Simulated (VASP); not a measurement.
# NiO (Fm-3m) in VASP: settings compared

The runs below take NiO through single point, with LDA+U, PBEsol+U.

Everything below comes from runs of VASP 6.6.1. Logs are shortened: lines on timing, memory, paths and dates and some standing lists are left out, and cuts for length are marked.

### 1 The cell of the first run

The structure is cubic, space group Fm-3m (No. 225). The conventional cell has a = 4.131 Å, b = 4.131 Å, c = 4.131 Å, α = 90.00°, β = 90.00°, γ = 90.00°. Within 2.7 Å of Ni (site symmetry m-3m) lie 6 O at 2.07 Å. O (site symmetry m-3m) has 6 Ni at 2.07 Å within 2.7 Å.

### 2 Single point, LDA+U, collinear spin, ferromagnetic start

Contents of INCAR:

```
ALGO = Normal
EDIFF = 1E-6
ENCUT = 520
ISIF = 2
ISMEAR = -1
ISPIN = 2
LASPH = True
LCHARG = False
LDAU = True
LDAUJ = 0 0
LDAUL = 2 -1
LDAUPRINT = 1
LDAUTYPE = 2
LDAUU = 4 0
LMAXMIX = 4
LORBIT = 11
LREAL = False
LWAVE = False
MAGMOM = 1 0
NBANDS = 19
NELM = 150
PREC = Accurate
SIGMA = 0.05
```

Contents of KPOINTS:

```
k-points
0
Gamma
  11 11 11
```

Contents of POSCAR:

```
NiO
1.0
    0.0000000000      2.0653075555      2.0653075555
    2.0653075555      0.0000000000      2.0653075555
    2.0653075555      2.0653075555      0.0000000000
Ni O
1 1
Direct
    0.0000000000      0.0000000000      0.0000000000
    0.5000000000      0.5000000000      0.5000000000
```

Potentials or basis: VASP PAW LDA potentials, release 64 (Ni, O).

On the command line:

```
> cat potpaw_LDA.64/Ni/POTCAR potpaw_LDA.64/O/POTCAR > POTCAR
> mpirun -np 1 vasp_std > vasp.out
```

OUTCAR:

```text
EDIFF = 1E-6
   ENCUT = 520
   ISIF = 2
   ISMEAR = -1
   ISPIN = 2
   LASPH = True
   LORBIT = 11
   LREAL = False
   NELM = 150
   PREC = Accurate

 ion  position               nearest neighbor table
   1  0.000  0.000  0.000-   2 2.07   2 2.07   2 2.07   2 2.07   2 2.07   2 2.07
   2  0.500  0.500  0.500-   1 2.07   1 2.07   1 2.07   1 2.07   1 2.07   1 2.07

  LATTYP: Found a face centered cubic cell.
 ALAT       =     4.1306151110

  Lattice vectors:

 A1 = (   0.0000000000,   2.0653075555,   2.0653075555)
 A2 = (   2.0653075555,   0.0000000000,   2.0653075555)
 A3 = (   2.0653075555,   2.0653075555,   0.0000000000)

Analysis of symmetry for initial positions (statically):
=====================================================================
 Subroutine PRICEL returns:
 Original cell was already a primitive cell.

 Routine SETGRP: Setting up the symmetry group for a
 face centered cubic supercell.

 Subroutine GETGRP returns: Found 48 space group operations
 (whereof 48 operations were pure point group operations)
 out of a pool of 48 trial point group operations.

The static configuration has the point symmetry O_h .

Analysis of symmetry for dynamics (positions and initial velocities):
=====================================================================
 Subroutine PRICEL returns:
 Original cell was already a primitive cell.

 Routine SETGRP: Setting up the symmetry group for a
 face centered cubic supercell.

 Subroutine GETGRP returns: Found 48 space group operations
 (whereof 48 operations were pure point group operations)
 out of a pool of 48 trial point group operations.

The dynamic configuration has the point symmetry O_h .

Analysis of structural, dynamic, and magnetic symmetry:
=====================================================================
 Subroutine PRICEL returns:
 Original cell was already a primitive cell.

 Routine SETGRP: Setting up the symmetry group for a
 face centered cubic supercell.

 Subroutine GETGRP returns: Found 48 space group operations
 (whereof 48 operations were pure point group operations)
 out of a pool of 48 trial point group operations.

The overall configuration has the point symmetry O_h .

 Subroutine INISYM returns: Found 48 space group operations
 (whereof 48 operations are pure point group operations),
 and found     1 'primitive' translations

----------------------------------------------------------------------------------------

                                     Primitive cell

  volume of cell :      17.6191

  direct lattice vectors                    reciprocal lattice vectors
     0.000000000  2.065307556  2.065307556    -0.242094694  0.242094694  0.242094694
     2.065307556  0.000000000  2.065307556     0.242094694 -0.242094694  0.242094694
     2.065307556  2.065307556  0.000000000     0.242094694  0.242094694 -0.242094694

  length of vectors
     2.920785955  2.920785955  2.920785955     0.419320310  0.419320310  0.419320310

  position of ions in fractional coordinates (direct lattice)
     0.000000000  0.000000000  0.000000000
     0.500000000  0.500000000  0.500000000

  ion indices of the primitive-cell ions
   primitive index   ion index
                 1           1
                 2           2

----------------------------------------------------------------------------------------

 KPOINTS: k-points

Automatic generation of k-mesh.
 Grid dimensions read from file:
 generate k-points for:   11   11   11
[... 63 lines left out ...]
   NELM   =    150;   NELMIN=  2; NELMDL= -5     # of ELM steps
   EDIFF  = 0.1E-05   stopping-criterion for ELM
   LREAL  =      F    real-space projection
   EDIFFG = 0.1E-04   stopping-criterion for IOM
   NSW    =      0    number of steps for IOM
   IBRION =     -1    ionic relax: 0-MD 1-quasi-New 2-CG
   NFREE  =      0    steps in history (QN), initial steepest desc. (CG)
   ISIF   =      2    stress and relaxation
   ISYM   =      2    0-nonsym 1-usesym 2-fastsym
   POTIM  = 0.5000    time-step for ionic-motion
   TEBEG  =    0.0;   TEEND  =   0.0 temperature during run
   PSTRESS=    0.0 pullay stress
   NELECT =      16.0000    total number of electrons
   NUPDOWN=      -1.0000    fix difference up-down
   EMIN   =  10.00;   EMAX   =-10.00  energy-range for DOS
   EFERMI =   0.00;   METHOD = LEGACY
   ISMEAR =    -1;   SIGMA  =   0.05  broadening in eV -4-tet -1-fermi 0-gaus
   EFERMI_NEDOS =   21; number of points for ismear=-14 and -15
   IALGO  =     38    algorithm
   IMIX   =      4    mixing-type and parameters
     AMIX     =   0.40;   BMIX     =  1.00
     AMIX_MAG =   1.60;   BMIX_MAG =  1.00
  volume/ion in A,a.u.               =       8.81        59.45
  Fermi-wavevector in a.u.,A,eV,Ry     =   1.585332  2.995842 34.195196  2.513276
  Thomas-Fermi vector in A             =   2.684812
   LORBIT       =     11    0 simple, 1 ext, 2 COOP (PROOUT), +10 PAW based schemes
 LDA+U is selected, type is set to LDAUTYPE =  2
   angular momentum for each species LDAUL =     2   -1
   U (eV)           for each species LDAUU =   4.0  0.0
   J (eV)           for each species LDAUJ =   0.0  0.0
   GGA     = CA    functional components
   LHFCALC =     F    Hartree Fock is set to
   AEXX    =    0.0000 exact exchange contribution
   IVDW    =     0    specifies the selected vdW correction
   LEPSILON=     F    determine dielectric tensor
   LRPA    =     F    only Hartree local field effects (RPA)
 spin polarized calculation
  energy-cutoff  :      520.00
  volume of cell :       17.62
 maximum number of plane-waves:       495
 NGX is ok and might be reduce to    24
   NGX = 11   NGY = 11   NGZ = 11

atom =   1  type =  1  l = 2

 onsite density matrix

spin component  1

  0.9771  0.0000  0.0000  0.0000 -0.0000
  0.0000  0.9771  0.0000 -0.0000  0.0000
  0.0000  0.0000  1.0315  0.0000 -0.0000
  0.0000 -0.0000  0.0000  0.9771 -0.0000
 -0.0000  0.0000 -0.0000 -0.0000  1.0315

spin component  2

  0.9734  0.0000  0.0000  0.0000  0.0000
  0.0000  0.9734 -0.0000 -0.0000 -0.0000
  0.0000 -0.0000  0.1997 -0.0000  0.0000
  0.0000 -0.0000 -0.0000  0.9734  0.0000
  0.0000 -0.0000  0.0000  0.0000  0.1997

 occupancies and eigenvectors

  o =  0.1997  v =  0.0000  0.0000  0.0000  0.0000  0.0000  0.0000  0.0000 -0.0388 -0.0000 -0.9992      0.0000  0.0000  0.0000  0.0000  0.0000  0.0000  0.0000  0.0000  0.0000  0.0000
  o =  0.1997  v =  0.0000  0.0000  0.0000  0.0000  0.0000  0.0000 -0.0000 -0.9992 -0.0000  0.0388      0.0000  0.0000  0.0000  0.0000  0.0000  0.0000  0.0000  0.0000  0.0000  0.0000
  o =  0.9734  v =  0.0000  0.0000  0.0000  0.0000  0.0000  0.0000 -0.9699  0.0000  0.2436 -0.0000      0.0000  0.0000  0.0000  0.0000  0.0000  0.0000  0.0000  0.0000  0.0000  0.0000
  o =  0.9734  v =  0.0000  0.0000  0.0000  0.0000  0.0000  0.0000 -0.2436  0.0000 -0.9699  0.0000      0.0000  0.0000  0.0000  0.0000  0.0000  0.0000  0.0000  0.0000  0.0000  0.0000
  o =  0.9734  v =  0.0000  0.0000  0.0000  0.0000  0.0000  1.0000  0.0000  0.0000  0.0000  0.0000      0.0000  0.0000  0.0000  0.0000  0.0000  0.0000  0.0000  0.0000  0.0000  0.0000
  o =  0.9771  v =  1.0000  0.0000  0.0000  0.0000  0.0000  0.0000  0.0000  0.0000  0.0000  0.0000      0.0000  0.0000  0.0000  0.0000  0.0000  0.0000  0.0000  0.0000  0.0000  0.0000
  o =  0.9771  v =  0.0000 -0.6082 -0.0000 -0.7938  0.0000  0.0000  0.0000  0.0000  0.0000  0.0000      0.0000  0.0000  0.0000  0.0000  0.0000  0.0000  0.0000  0.0000  0.0000  0.0000
  o =  0.9771  v =  0.0000  0.7938 -0.0000 -0.6082 -0.0000  0.0000  0.0000  0.0000  0.0000  0.0000      0.0000  0.0000  0.0000  0.0000  0.0000  0.0000  0.0000  0.0000  0.0000  0.0000
  o =  1.0315  v =  0.0000 -0.0000  0.1102 -0.0000 -0.9939  0.0000  0.0000  0.0000  0.0000  0.0000      0.0000  0.0000  0.0000  0.0000  0.0000  0.0000  0.0000  0.0000  0.0000  0.0000
  o =  1.0315  v =  0.0000  0.0000 -0.9939  0.0000 -0.1102  0.0000  0.0000  0.0000  0.0000  0.0000      0.0000  0.0000  0.0000  0.0000  0.0000  0.0000  0.0000  0.0000  0.0000  0.0000

 number of electron      15.9999988 magnetization       1.9998876

 Free energy of the ion-electron system (eV)
  ---------------------------------------------------
  ext. energy  EPLUGINS =         0.00000000
  ---------------------------------------------------
  free energy    TOTEN  =       -12.03407193 eV

  energy without entropy =      -12.03405070  energy(sigma->0) =      -12.03406131

 E-fermi :   7.7586     XC(G=0): -13.3479

 val. band max:        7.4108485154   @ k =   0.4545   0.0000   0.0000
 cond. band min:       8.0090606950   @ k =   0.0000   0.0000   0.0000
 fundamental gap:      0.5982121796
 Fermi energy:         7.7585578268

 spin component 1

 k-point     1 :       0.0000    0.0000    0.0000
  band No.  band energies     occupation
      1     -12.1652      1.00000
      2       2.4946      1.00000
      3       2.4946      1.00000
      4       3.1757      1.00000
      5       3.1757      1.00000
      6       3.1757      1.00000
[... 1049 lines left out ...]
     18      39.7633      0.00000
     19      40.0886      0.00000

 [... further k-points ...]

------------------------ aborting loop because EDIFF is reached ----------------------------------------

  FORCE on cell =-STRESS in cart. coord.  units (eV):
  Direction    XX          YY          ZZ          XY          YZ          ZX
  --------------------------------------------------------------------------------------
  -------------------------------------------------------------------------------------
  Total       -0.8480627     -0.8480627     -0.8480627     -0.0000000     -0.0000000      0.0000000
  in kB      -77.1177483    -77.1177483    -77.1177483     -0.0000000     -0.0000000      0.0000000
  external PRESSURE =     -77.1177483 kB  Pullay stress =       0.0000000 kB

 VOLUME and BASIS-vectors are now :
 -----------------------------------------------------------------------------
  energy-cutoff  :      520.00
  volume of cell :       17.62
      direct lattice vectors                 reciprocal lattice vectors
     0.000000000  2.065307556  2.065307556    -0.242094694  0.242094694  0.242094694
     2.065307556  0.000000000  2.065307556     0.242094694 -0.242094694  0.242094694
     2.065307556  2.065307556  0.000000000     0.242094694  0.242094694 -0.242094694

 POSITION                                       TOTAL-FORCE (eV/Angst)
 -----------------------------------------------------------------------------------
      0.00000      0.00000      0.00000        -0.000000     -0.000000      0.000000
      2.06531      2.06531      2.06531         0.000000      0.000000      0.000000
 -----------------------------------------------------------------------------------
    total drift:                                0.000000     -0.000000     -0.000000

  FREE ENERGIE OF THE ION-ELECTRON SYSTEM (eV)
  ---------------------------------------------------
  free  energy   TOTEN  =       -12.0340719255 eV

  energy  without entropy=      -12.0340506998  energy(sigma->0) =      -12.03406131

 total charge

# of ion       s       p       d       tot
------------------------------------------
    1        0.356   0.452   8.285   9.093
    2        1.536   3.455   0.000   4.990
--------------------------------------------------
tot          1.892   3.906   8.285  14.083

 magnetization (x)

# of ion       s       p       d       tot
------------------------------------------
    1        0.010   0.016   1.673   1.699
    2        0.026   0.244   0.000   0.269
--------------------------------------------------
tot          0.036   0.259   1.673   1.969
```

Run time: 13 s. Hardware: 1 thread of Intel Xeon 6975P-C (Granite Rapids), shared host; peak memory 0.15 GiB.

What came out:

| Quantity | Value |
| --- | --- |
| Free energy | -12.0341 eV |
| Pressure | -7.7 GPa |
| Band gap on the k mesh | 0.60 eV (least direct gap 1.50 eV) |
| Net moment | 2.00 μB per cell |
| Site moments | Ni +1.70; O +0.27 μB |
| Valence electrons inside the program's atomic spheres | Ni 9.09; O 4.99 |

Eigenvalues of the final occupation matrices:
```tsv
site	spin	trace	eigenvalues
site 1 d	1	4.99	0.98 0.98 0.98 1.03 1.03
site 1 d	2	3.32	0.20 0.20 0.97 0.97 0.97
```

Caveat: the cell stands under tension; an odd mesh through Γ misses points on the zone boundary, where band edges can lie; a cell with one magnetic atom can't hold antiferromagnetic order, which such compounds often take.

(Continued in part 2 of 2.)
